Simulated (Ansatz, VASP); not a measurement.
## C: VASP beside Ansatz

File INCAR:

```
PREC     = Accurate       # precision mode
ENCUT    = 520            # plane-wave cutoff, eV
EDIFF    = 1E-7           # SCF threshold, eV
ISMEAR   = -1             # smearing method
SIGMA    = 0.05           # smearing width, eV
LREAL    = F              # projectors in reciprocal space
LASPH    = T              # aspherical terms in the spheres
NELM     = 100            # most SCF steps
ALGO     = Normal         # electronic algorithm
ISIF     = 2              # what is computed and relaxed
LWAVE    = F              # write WAVECAR
LCHARG   = F              # write CHGCAR
LDIPOL   = T            
IDIPOL   = 3            
DIPOL    = 0.5 0.5 0.500
GGA      = PE             # functional
NBANDS   = 26             # bands
```

Contents of KPOINTS:

```
Automatic mesh
0
Gamma
  12 12 1
```

The input POSCAR:

```
C
1.0
    2.4699988104      0.0000000000      0.0000000000
   -1.2349994052      2.1390817171      0.0000000000
    0.0000000000      0.0000000000     25.2189500000
C
8
Direct
    0.0000000000      0.0000000000      0.2973954110
    0.6666666667      0.3333333334      0.2987416209
    0.0000000000      0.0000000000      0.4320164004
    0.3333333333      0.6666666666      0.4333626103
    0.0000000000      0.0000000000      0.5666373897
    0.6666666667      0.3333333334      0.5679835996
    0.0000000000      0.0000000000      0.7012583791
    0.3333333333      0.6666666666      0.7026045890
```

input.yaml

```yaml
crystal:
  lattice:
    - [2.4699988104, 0.0, 0.0]
    - [-1.2349994052, 2.1390817171, 0.0]
    - [0.0, 0.0, 25.21895]
  atoms:
    - { symbol: C, position: [0.0, 0.0, 0.297395411] }
    - { symbol: C, position: [0.6666666667, 0.3333333334, 0.2987416209] }
    - { symbol: C, position: [0.0, 0.0, 0.4320164004] }
    - { symbol: C, position: [0.3333333333, 0.6666666666, 0.4333626103] }
    - { symbol: C, position: [0.0, 0.0, 0.5666373897] }
    - { symbol: C, position: [0.6666666667, 0.3333333334, 0.5679835996] }
    - { symbol: C, position: [0.0, 0.0, 0.7012583791] }
    - { symbol: C, position: [0.3333333333, 0.6666666666, 0.702604589] }
hamiltonian:
  xc: pbe
  pseudopotentials: { kind: paw }
kpoints:
  mp_grid: { grid: [12, 12, 1] }
scf:
  occupations: { method: fermi_dirac, width: 0.05 }
  n_extra_bands: 20
output:
  forces: true
  eigenvalues: true
  dos: { projected: true, de: 0.05, nscf_kmesh: { grid: [18, 18, 1] } }
efield:
  axis: 3
  dipole_correction: true
  ramp_width: 0.04
```

Alike in both runs: functional PBE; k mesh 12 × 12 × 1; occupations fermi-dirac, width 0.05 eV; no spin polarisation.

|  | VASP | Ansatz |
| --- | --- | --- |
| version | VASP 6.6.1 | Ansatz 0.2.0 |
| potentials or method | VASP PAW PBE potentials, release 64 (C) | Ansatz PAW |
| plane-wave cutoff (eV) | 520 | 420 |
| valence electrons in the cell | 32 | 32 |
| task | single point | projected density of states |

VASP gave:

- gap on the k mesh at the Fermi level (eV): 0.01
- least direct gap on the mesh (eV): 0.01
- rms of the force components (eV/Å): 0.328

What did Ansatz give for the same quantities?

gap on the k mesh at the Fermi level (eV): 0.01; least direct gap on the mesh (eV): 0.01; rms of the force components (eV/Å): 0.329.

Atom by atom the forces differ by 0.001 eV/Å (rms over components).
